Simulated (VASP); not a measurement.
# GdN (Fm-3m) in VASP: further runs, part 2 of 2

VASP 6.6.1. The steps go on from the part before.

### 5 Electric field gradients, PBE, collinear spin, ferromagnetic start (16.01 Å³/atom)

This run uses another cell than the first one, of 16.01 Å³/atom.

INCAR

```
SYSTEM = GdN
PREC = Accurate
ENCUT = 520
EDIFF = 1E-8
ISMEAR = -1
SIGMA = 0.05
LREAL = .FALSE.
LASPH = .TRUE.
NELM = 150
ALGO = Normal
ISIF = 2
LWAVE = .FALSE.
LCHARG = .FALSE.
ISPIN = 2
MAGMOM = 7 0
LORBIT = 11
LMAXMIX = 6
GGA = PE
LEFG = .TRUE.
NBANDS = 22
```

KPOINTS

```
Automatic mesh
0
G
  11 11 11
  0 0 0
```

POSCAR

```
GdN
1.0
    0.0000000000      2.5201579616      2.5201579616
    2.5201579616      0.0000000000      2.5201579616
    2.5201579616      2.5201579616      0.0000000000
Gd N
1 1
Direct
    0.0000000000      0.0000000000      0.0000000000
    0.5000000000      0.5000000000      0.5000000000
```

Potentials or basis: VASP PAW PBE potentials, release 64 (Gd, N).

The run is started by

```sh
$ cat potpaw_PBE.64/Gd/POTCAR potpaw_PBE.64/N/POTCAR > POTCAR
$ mpirun -np 1 vasp_std > vasp.out
```

OUTCAR:

```text
SYSTEM = GdN
   PREC = Accurate
   ENCUT = 520
   EDIFF = 1E-8
   ISMEAR = -1
   LREAL = .FALSE.
   LASPH = .TRUE.
   NELM = 150
   ISIF = 2
   ISPIN = 2
   LORBIT = 11
   GGA = PE

 ion  position               nearest neighbor table
   1  0.000  0.000  0.000-   2 2.52   2 2.52   2 2.52   2 2.52   2 2.52   2 2.52
   2  0.500  0.500  0.500-   1 2.52   1 2.52   1 2.52   1 2.52   1 2.52   1 2.52

  LATTYP: Found a face centered cubic cell.
 ALAT       =     5.0403159232

  Lattice vectors:

 A1 = (   0.0000000000,   2.5201579616,   2.5201579616)
 A2 = (   2.5201579616,   0.0000000000,   2.5201579616)
 A3 = (   2.5201579616,   2.5201579616,   0.0000000000)

Analysis of symmetry for initial positions (statically):
=====================================================================
 Subroutine PRICEL returns:
[... 1422 lines left out ...]
 -----------------------------------------------------------------------------------
    total drift:                                0.000000      0.000000      0.000000

  FREE ENERGIE OF THE ION-ELECTRON SYSTEM (eV)
  ---------------------------------------------------
  free  energy   TOTEN  =       -23.2022209742 eV

  energy  without entropy=      -23.2015509637  energy(sigma->0) =      -23.20188597

 Electric field gradients (V/A^2)
---------------------------------------------------------------------
 ion       V_xx      V_yy      V_zz      V_xy      V_xz      V_yz
---------------------------------------------------------------------
   1      -0.000     0.000    -0.000    -0.002    -0.002    -0.002
   2       0.000     0.000    -0.000    -0.000    -0.000    -0.000
---------------------------------------------------------------------

 Electric field gradients after diagonalization (V/A^2)
 (convention: |V_zz| > |V_xx| > |V_yy|)
----------------------------------------------------------------------
 ion       V_xx      V_yy      V_zz     asymmetry (V_yy - V_xx)/ V_zz
----------------------------------------------------------------------
   1       0.002     0.002    -0.004       0.000
   2       0.000     0.000    -0.001       0.000
----------------------------------------------------------------------

           NMR quadrupolar parameters

 Cq : quadrupolar parameter    Cq=e*Q*V_zz/h
 eta: asymmetry parameters     (V_yy - V_xx)/ V_zz
 Q  : nuclear electric quadrupole moment in mb (millibarn)
----------------------------------------------------------------------
 ion       Cq(MHz)       eta       Q (mb)
----------------------------------------------------------------------
   1      -0.000       0.000       1.000
   2      -0.000       0.000       1.000
----------------------------------------------------------------------

 total charge

# of ion       s       p       d       f       tot
--------------------------------------------------
    1        2.032   5.656   0.512   7.000  15.200
    2        1.248   2.367   0.000   0.000   3.615
--------------------------------------------------
tot          3.280   8.023   0.512   7.000  18.815

 magnetization (x)

# of ion       s       p       d       f       tot
--------------------------------------------------
    1       -0.006  -0.081   0.080   6.811   6.804
    2       -0.007  -0.075   0.000   0.000  -0.082
--------------------------------------------------
tot         -0.012  -0.157   0.080   6.811   6.723
```

stdout:

```text
POSCAR found type information on POSCAR GdN
 POSCAR found :  2 types and       2 ions
 scaLAPACK will be used
 LDA part: xc-table for (Slater+PW92), standard interpolation
 POSCAR, INCAR and KPOINTS ok, starting setup
 FFT: planning ... GRIDC
 FFT: planning ... GRID_SOFT
 FFT: planning ... GRID
 WAVECAR not read
 entering main loop
ion   1

ion   2
```

It took 7.3 min on 1 thread of Intel Xeon 8259CL, shared host; peak memory 0.24 GiB.

What came out:

```yaml
Free_energy: -23.2022 eV
Pressure: -4.6 GPa
Band_gap_on_the_k_mesh: zero (filled and empty bands overlap)
Net_moment: 7.00 μB per cell
Site_moments: Gd +6.80; N -0.08 μB
Largest_electric_field_gradient_by_atom: under 0.05 V/Å² on every atom
Valence_electrons_inside_the_program's_atomic_spheres: Gd 15.20; N 3.62
```

Caveat: the cell stands under tension; spin-orbit coupling is left out, which moves the levels of the heavy elements; a cell with one magnetic atom can't hold antiferromagnetic order, which such compounds often take; semilocal functionals describe open f shells poorly, which spoils levels, moments and volumes.

### 6 Overview

```csv
cell,gap on the mesh (eV),pressure (GPa),moment (μB)
"a = 3.475 Å, angles 60.0°, 2 atoms",none,6.9,7.00
"a = 3.505 Å, angles 60.0°, 2 atoms",none,2.6,7.00
"a = 3.535 Å, angles 60.0°, 2 atoms",none,-1.3,7.00
"a = 3.564 Å, angles 60.0°, 2 atoms",none,-4.6,7.00
```

Alike in all rows: task electric field gradients; level PBE; potentials or basis VASP PAW PBE potentials, release 64 (Gd, N); spin collinear, ferromagnetic start; k mesh 11 × 11 × 11; cutoff (eV) 520; smearing fermi-dirac 0.05 eV.

Caveats: spin-orbit coupling is left out, which moves the levels of the heavy elements; a cell with one magnetic atom can't hold antiferromagnetic order, which such compounds often take; semilocal functionals describe open f shells poorly, which spoils levels, moments and volumes; the cell stands under pressure (at least some runs); the cell stands under tension (at least some runs).

Total energies depend on the potentials used, so only differences within one code and one set of settings carry meaning.
